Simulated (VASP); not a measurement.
# C (P6_3/mmc) in VASP: a series of runs, part 2 of 2

VASP 6.6.1. The steps go on from the part before.

### 3 Single point, PBE

This run uses another cell than the first one, of the same volume but with other edges.

The COD entry that gives the cell may itself be a prediction, so a difference from it is no test against experiment.

The input, INCAR:

```
SYSTEM = C
PREC = Accurate ; ENCUT = 520
EDIFF = 1E-6 ; ISMEAR = 0
SIGMA = 0.05 ; LREAL = .False.
LASPH = .True. ; NELM = 80
ALGO = Normal ; ISIF = 2
LWAVE = .False. ; LCHARG = .False.
GGA = PE ; NBANDS = 36
```

The input, KPOINTS:

```
regular mesh
0
Gamma
  12 12 2
  0 0 0
```

The input, POSCAR:

```
C
1.0
    2.5647000000      0.0000000000      0.0000000000
   -1.2823500000      2.2210953531      0.0000000000
    0.0000000000      0.0000000000     13.0506000000
C
12
Direct
    0.0000000000      0.0000000000      0.1868593266
    0.0000000000      0.0000000000      0.6868593266
    0.0000000000      0.0000000000      0.3131406734
    0.0000000000      0.0000000000      0.8131406734
    0.3333333333      0.6666666667      0.5207665411
    0.6666666667      0.3333333333      0.0207665411
    0.3333333333      0.6666666667      0.9792334589
    0.6666666667      0.3333333333      0.4792334589
    0.3333333333      0.6666666667      0.6450950823
    0.6666666667      0.3333333333      0.1450950823
    0.3333333333      0.6666666667      0.8549049177
    0.6666666667      0.3333333333      0.3549049177
```

Potentials or basis: VASP PAW PBE potentials, release 64 (C).

Launch:

```sh
cat potpaw_PBE.64/C/POTCAR > POTCAR
mpirun -np 1 vasp_std > vasp.out
```

OUTCAR:

```text
SYSTEM = C
   PREC = Accurate
   ENCUT = 520
   EDIFF = 1E-6
   ISMEAR = 0
   LREAL = .False.
   LASPH = .True.
   NELM = 80
   ISIF = 2
   GGA = PE

 ion  position               nearest neighbor table
   1  0.000  0.000  0.187-  10 1.58  10 1.58  10 1.58   3 1.65
   2  0.000  0.000  0.687-   9 1.58   9 1.58   9 1.58   4 1.65
   3  0.000  0.000  0.313-  12 1.58  12 1.58  12 1.58   1 1.65
   4  0.000  0.000  0.813-  11 1.58  11 1.58  11 1.58   2 1.65
   5  0.333  0.667  0.521-   8 1.58   8 1.58   8 1.58   9 1.62
   6  0.667  0.333  0.021-   7 1.58   7 1.58   7 1.58  10 1.62
   7  0.333  0.667  0.979-   6 1.58   6 1.58   6 1.58  11 1.62
   8  0.667  0.333  0.479-   5 1.58   5 1.58   5 1.58  12 1.62
   9  0.333  0.667  0.645-   2 1.58   2 1.58   2 1.58   5 1.62
  10  0.667  0.333  0.145-   1 1.58   1 1.58   1 1.58   6 1.62
  11  0.333  0.667  0.855-   4 1.58   4 1.58   4 1.58   7 1.62
  12  0.667  0.333  0.355-   3 1.58   3 1.58   3 1.58   8 1.62

  LATTYP: Found a hexagonal cell.
 ALAT       =     2.5647000000
 C/A-ratio  =     5.0885483682

  Lattice vectors:

 A1 = (   2.5647000000,   0.0000000000,   0.0000000000)
 A2 = (  -1.2823500000,   2.2210953531,   0.0000000000)
 A3 = (   0.0000000000,   0.0000000000,  13.0506000000)

Analysis of symmetry for initial positions (statically):
=====================================================================
 Subroutine PRICEL returns:
 Original cell was already a primitive cell.

 Routine SETGRP: Setting up the symmetry group for a
 hexagonal supercell.

 Subroutine GETGRP returns: Found 24 space group operations
 (whereof 12 operations were pure point group operations)
 out of a pool of 24 trial point group operations.

The static configuration has the point symmetry D_3d.
 The point group associated with its full space group is D_6h.

Analysis of symmetry for dynamics (positions and initial velocities):
=====================================================================
 Subroutine PRICEL returns:
 Original cell was already a primitive cell.

 Routine SETGRP: Setting up the symmetry group for a
 hexagonal supercell.

 Subroutine GETGRP returns: Found 24 space group operations
 (whereof 12 operations were pure point group operations)
 out of a pool of 24 trial point group operations.

The dynamic configuration has the point symmetry D_3d.
 The point group associated with its full space group is D_6h.

 Subroutine INISYM returns: Found 24 space group operations
 (whereof 12 operations are pure point group operations),
 and found     1 'primitive' translations

----------------------------------------------------------------------------------------

                                     Primitive cell

  volume of cell :      74.3420

  direct lattice vectors                    reciprocal lattice vectors
     2.564700000  0.000000000  0.000000000     0.389909151  0.225114153  0.000000000
[... 68 lines left out ...]
  0.416667  0.000000  0.000000      6.000000
[... 16 lines left out ...]
  0.250000  0.000000  0.500000      6.000000
  0.333333  0.000000  0.500000      6.000000
 [... further k-points ...]
   k-points           NKPTS =     38   k-points in BZ     NKDIM =     38   number of bands    NBANDS=     36
   number of dos      NEDOS =    301   number of ions     NIONS =     12
   total plane-waves  NPLWV =  39200
   dimension x,y,z NGX =    20 NGY =   20 NGZ =   98
   dimension x,y,z NGXF=    40 NGYF=   40 NGZF=  196
   ions per type =              12
   NGX,Y,Z   is equivalent  to a cutoff of  12.96, 12.96, 12.48 a.u.
   NGXF,Y,Z  is equivalent  to a cutoff of  25.93, 25.93, 24.97 a.u.
 SYSTEM =  C
   PREC   = accura    normal or accurate (medium, high low for compatibility)
   ISTART =      0    job   : 0-new  1-cont  2-samecut
   ICHARG =      2    charge: 1-file 2-atom 10-const
   ISPIN  =      1    spin polarized calculation?
   LNONCOLLINEAR =      F non collinear calculations
   LSORBIT =      F    spin-orbit coupling
   LASPH  =      T    aspherical Exc in radial PAW
   ENCUT  =  520.0 eV  38.22 Ry    6.18 a.u.   4.77  4.77 24.27*2*pi/ulx,y,z
   NELM   =     80;   NELMIN=  2; NELMDL= -5     # of ELM steps
   EDIFF  = 0.1E-05   stopping-criterion for ELM
   LREAL  =      F    real-space projection
   EDIFFG = 0.1E-04   stopping-criterion for IOM
   NSW    =      0    number of steps for IOM
   IBRION =     -1    ionic relax: 0-MD 1-quasi-New 2-CG
   NFREE  =      0    steps in history (QN), initial steepest desc. (CG)
   ISIF   =      2    stress and relaxation
   ISYM   =      2    0-nonsym 1-usesym 2-fastsym
   POTIM  = 0.5000    time-step for ionic-motion
   TEBEG  =    0.0;   TEEND  =   0.0 temperature during run
   PSTRESS=    0.0 pullay stress
   NELECT =      48.0000    total number of electrons
   NUPDOWN=      -1.0000    fix difference up-down
   EMIN   =  10.00;   EMAX   =-10.00  energy-range for DOS
   EFERMI =   0.00;   METHOD = LEGACY
   ISMEAR =     0;   SIGMA  =   0.05  broadening in eV -4-tet -1-fermi 0-gaus
   EFERMI_NEDOS =   21; number of points for ismear=-14 and -15
   IALGO  =     38    algorithm
   IMIX   =      4    mixing-type and parameters
     AMIX     =   0.40;   BMIX     =  1.00
     AMIX_MAG =   1.60;   BMIX_MAG =  1.00
  volume/ion in A,a.u.               =       6.20        41.81
  Fermi-wavevector in a.u.,A,eV,Ry     =   1.414959  2.673885 27.240342  2.002109
  Thomas-Fermi vector in A             =   2.536447
   LORBIT       =      0    0 simple, 1 ext, 2 COOP (PROOUT), +10 PAW based schemes
   GGA     = PE    functional components
   LHFCALC =     F    Hartree Fock is set to
   AEXX    =    0.0000 exact exchange contribution
   IVDW    =     0    specifies the selected vdW correction
   LEPSILON=     F    determine dielectric tensor
   LRPA    =     F    only Hartree local field effects (RPA)
 non-spin polarized calculation
 Gauss-broadening in eV      SIGMA  =   0.05
  energy-cutoff  :      520.00
  volume of cell :       74.34
 maximum number of plane-waves:      2028
 NGX is ok and might be reduce to    20

 number of electron      47.9999999 magnetization

 Free energy of the ion-electron system (eV)
  ---------------------------------------------------
  ext. energy  EPLUGINS =         0.00000000
  ---------------------------------------------------
  free energy    TOTEN  =      -108.30962965 eV

  energy without entropy =     -108.30962965  energy(sigma->0) =     -108.30962965

 E-fermi :   8.8655     XC(G=0): -12.8121

 val. band max:        8.5648640362   @ k =   0.0000   0.0000   0.0000
 cond. band min:      12.8476524475   @ k =   0.3333   0.0000   0.0000
 fundamental gap:      4.2827884113
 Fermi energy:         8.8655247427

 k-point     1 :       0.0000    0.0000    0.0000
  band No.  band energies     occupation
      1     -11.8494      2.00000
      2     -11.2097      2.00000
      3     -11.1259      2.00000
      4      -9.2251      2.00000
      5      -9.1689      2.00000
      6      -7.0381      2.00000
[... 925 lines left out ...]
     35      17.0813      0.00000
     36      17.0813      0.00000

 [... further k-points ...]

------------------------ aborting loop because EDIFF is reached ----------------------------------------

  FORCE on cell =-STRESS in cart. coord.  units (eV):
  Direction    XX          YY          ZZ          XY          YZ          ZX
  --------------------------------------------------------------------------------------
  -------------------------------------------------------------------------------------
  Total       -9.4285331     -9.4285331    -23.1165943      0.0000000      0.0000000      0.0000000
  in kB     -203.1984825   -203.1984826   -498.1959351      0.0000000      0.0000000      0.0000000
  external PRESSURE =    -301.5309667 kB  Pullay stress =       0.0000000 kB

 VOLUME and BASIS-vectors are now :
 -----------------------------------------------------------------------------
  energy-cutoff  :      520.00
  volume of cell :       74.34
      direct lattice vectors                 reciprocal lattice vectors
     2.564700000  0.000000000  0.000000000     0.389909151  0.225114153  0.000000000
    -1.282350000  2.221095353  0.000000000     0.000000000  0.450228307  0.000000000
     0.000000000  0.000000000 13.050600000     0.000000000  0.000000000  0.076624830

 POSITION                                       TOTAL-FORCE (eV/Angst)
 -----------------------------------------------------------------------------------
      0.00000      0.00000      2.43863        -0.000000      0.000000     -0.164551
      0.00000      0.00000      8.96393        -0.000000      0.000000     -0.164551
      0.00000      0.00000      4.08667         0.000000     -0.000000      0.164551
      0.00000      0.00000     10.61197         0.000000     -0.000000      0.164551
     -0.00000      1.48073      6.79632         0.000000     -0.000000     -0.098783
      1.28235      0.74037      0.27102        -0.000000      0.000000     -0.098783
     -0.00000      1.48073     12.77958         0.000000     -0.000000      0.098783
      1.28235      0.74037      6.25428        -0.000000      0.000000      0.098783
     -0.00000      1.48073      8.41888        -0.000000      0.000000      0.165161
      1.28235      0.74037      1.89358         0.000000      0.000000      0.165161
     -0.00000      1.48073     11.15702        -0.000000     -0.000000     -0.165161
      1.28235      0.74037      4.63172        -0.000000     -0.000000     -0.165161
 -----------------------------------------------------------------------------------
    total drift:                               -0.000000      0.000000      0.000000

  FREE ENERGIE OF THE ION-ELECTRON SYSTEM (eV)
  ---------------------------------------------------
  free  energy   TOTEN  =      -108.3096296548 eV

  energy  without entropy=     -108.3096296548  energy(sigma->0) =     -108.30962965
```

Wall time 88 s (1 thread of Intel Xeon 6975P-C (Granite Rapids), shared host); peak memory 0.21 GiB.

What came out:

```
Free energy            : -108.3096 eV
Pressure               : -30.2 GPa
Largest force          : 0.165 eV/Å
Band gap on the k mesh : 4.28 eV, indirect (least direct gap 4.56 eV)
```

Forces in eV/Å, atoms in the order of the input:
```
C    0.000  0.000 -0.165
C    0.000  0.000 -0.165
C    0.000  0.000  0.165
C    0.000  0.000  0.165
C    0.000  0.000 -0.099
C    0.000  0.000 -0.099
C    0.000  0.000  0.099
C    0.000  0.000  0.099
C    0.000  0.000  0.165
C    0.000  0.000  0.165
C    0.000  0.000 -0.165
C    0.000  0.000 -0.165
```

Stress tensor (GPa, compression positive):
```
-20.32   0.00   0.00
  0.00 -20.32   0.00
  0.00   0.00 -49.82
```

Levels at points of the mesh, in eV from the valence-band top:
```tsv
k point	band 20	band 21	band 22	band 23	band 24	band 25	band 26	band 27	band 28	band 29
(0.00, 0.00, 0.00)	-0.78	-0.78	-0.14	0.00	0.00	4.56	5.49	5.49	6.41	6.41
(0.50, 0.00, 0.00)	-4.13	-3.73	-3.69	-3.33	-2.80	4.79	4.93	5.36	5.37	5.88
(0.00, 0.00, 0.50)	-1.44	-0.25	-0.25	-0.25	-0.25	5.49	5.49	5.80	5.80	5.80
(0.50, 0.00, 0.50)	-4.45	-3.53	-3.53	-3.07	-3.07	4.95	4.95	5.10	5.10	6.01
```

### 4 Single point, PBE

This run uses another cell than the first one, of 6.18 Å³/atom, 0.997 times its volume.

The input, INCAR:

```
SYSTEM = C
PREC     = Accurate       ! precision mode
ENCUT    = 520            ! plane-wave cutoff, eV
EDIFF    = 1E-6           ! SCF threshold, eV
ISMEAR   = 0              ! smearing method
SIGMA    = 0.05           ! smearing width, eV
LREAL    = .False.        ! projectors in reciprocal space
LASPH    = .True.         ! aspherical terms in the spheres
NELM     = 100            ! most SCF steps
ALGO     = Normal         ! electronic algorithm
ISIF     = 2              ! what is computed and relaxed
LWAVE    = .False.        ! write WAVECAR
LCHARG   = .False.        ! write CHGCAR
GGA      = PE             ! functional
NBANDS   = 36             ! bands
```

The input, KPOINTS:

```
Automatic mesh
0
Gamma
  12 12 2
  0 0 0
```

Changes to POSCAR since step 3:

```diff
@@ -2,5 +2,5 @@
 1.0
-    2.5647000000      0.0000000000      0.0000000000
-   -1.2823500000      2.2210953531      0.0000000000
-    0.0000000000      0.0000000000     13.0506000000
+    2.6088000000      0.0000000000      0.0000000000
+   -1.3044000000      2.2592870734      0.0000000000
+    0.0000000000      0.0000000000     12.5845000000
 C
```

Launch:

```sh
cat potpaw_PBE.64/C/POTCAR > POTCAR
mpirun -np 1 vasp_std > vasp.out
```

It took 88 s on 1 thread of Intel Xeon 6975P-C (Granite Rapids), shared host; peak memory 0.21 GiB.

The run converged. Its results:

```
Free energy            : -108.4148 eV
Pressure               : -29.6 GPa
Largest force          : 0.043 eV/Å
Band gap on the k mesh : 4.08 eV, indirect (least direct gap 4.95 eV)
```

Forces in eV/Å, atoms in the order of the input:
```
C    0.000  0.000 -0.043
C    0.000  0.000 -0.043
C    0.000  0.000  0.043
C    0.000  0.000  0.043
C    0.000  0.000 -0.007
C    0.000  0.000 -0.007
C    0.000  0.000  0.007
C    0.000  0.000  0.007
C    0.000  0.000 -0.024
C    0.000  0.000 -0.024
C    0.000  0.000  0.024
C    0.000  0.000  0.024
```

Stress tensor (GPa, compression positive):
```
-36.75   0.00   0.00
  0.00 -36.75   0.00
  0.00   0.00 -15.43
```

Levels at points of the mesh, in eV from the valence-band top:
```csv
k point,band 20,band 21,band 22,band 23,band 24,band 25,band 26,band 27,band 28,band 29
"(0.00, 0.00, 0.00)",-0.98,-0.98,-0.16,0.00,0.00,4.95,4.95,5.71,6.04,6.04
"(0.50, 0.00, 0.00)",-4.06,-3.75,-3.71,-3.32,-2.60,4.14,4.75,4.85,5.60,6.52
"(0.00, 0.00, 0.50)",-1.20,-0.32,-0.32,-0.32,-0.32,5.34,5.34,5.34,5.34,6.07
"(0.50, 0.00, 0.50)",-4.61,-3.46,-3.46,-2.94,-2.94,4.31,4.31,5.58,5.58,5.81
```

### 5 Overview

```tsv
cell	gap on the mesh (eV)	pressure (GPa)	largest force (eV/Å)
a = 2.697, b = 2.697, c = 11.808 Å, angles 90.0, 90.0, 120.0°, 12 atoms	2.81	-23.1	0.68
a = 2.565, b = 2.565, c = 13.051 Å, angles 90.0, 90.0, 120.0°, 12 atoms	4.28	-30.2	0.17
a = 2.609, b = 2.609, c = 12.585 Å, angles 90.0, 90.0, 120.0°, 12 atoms	4.08	-29.6	0.04
```

Alike in all rows: task single point; level PBE; potentials or basis VASP PAW PBE potentials, release 64 (C); no spin polarisation; k mesh 12 × 12 × 2; cutoff (eV) 520; smearing gaussian 0.05 eV.

Total energies depend on the potentials used, so only differences within one code and one set of settings carry meaning.
